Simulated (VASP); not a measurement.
Write the native input for VASP 6.6.1 that does the following.

| Property | Result |
| --- | --- |
| Task | single point |
| Functional | PBE |
| Potentials or basis | VASP PAW PBE potentials, release 64 (Te, Sn_d) |
| Cutoff | 450 eV |
| k mesh | 6 × 6 × 6 |
| Occupations | gaussian, width 0.02 eV |
| Spin | no spin polarisation |
| Further INCAR settings | ALGO = Normal; EDIFF = 1e-07 |

The structure of SnTe lies in POSCAR:

```
SnTe
1.0
    0.0000000000      3.1508500000      3.1508500000
    3.1508500000      0.0000000000      3.1508500000
    3.1508500000      3.1508500000      0.0000000000
Te Sn
1 1
Direct
    0.5032160000      0.5001440000      0.4959000000
   -0.0045730000      0.0054680000     -0.0011240000
```

This cell differs from its parent crystal: atoms moved at random.

These files were run (other wordings do the same):

INCAR

```
  PREC = Accurate
  ENCUT = 450
  EDIFF = 1E-7
  ISMEAR = 0
  SIGMA = 0.02
  LREAL = F
  LASPH = T
  ALGO = Normal
  NELM = 100
  ISIF = 2
  LWAVE = F
  LCHARG = F
```

KPOINTS

```
k-points
0
Gamma
  6 6 6
```

Potentials or basis: VASP PAW PBE potentials, release 64 (Te, Sn_d).

The run is started by

```sh
$ cat potpaw_PBE.64/Te/POTCAR potpaw_PBE.64/Sn_d/POTCAR > POTCAR
$ mpirun -np 1 vasp_std > vasp.out
```

Results of the run:

* Pressure: 2.3 GPa
* Largest force: 0.016 eV/Å
* Band gap on the k mesh: 0.09 eV

Caveat: the cell differs from its parent crystal (atoms moved at random); spin-orbit coupling is left out, which moves the levels of the heavy elements.

Run time: 35 s on 1 thread of Intel(R) Xeon(R) 6975P-C (Granite Rapids), on a shared host, peak memory 0.23 GiB.
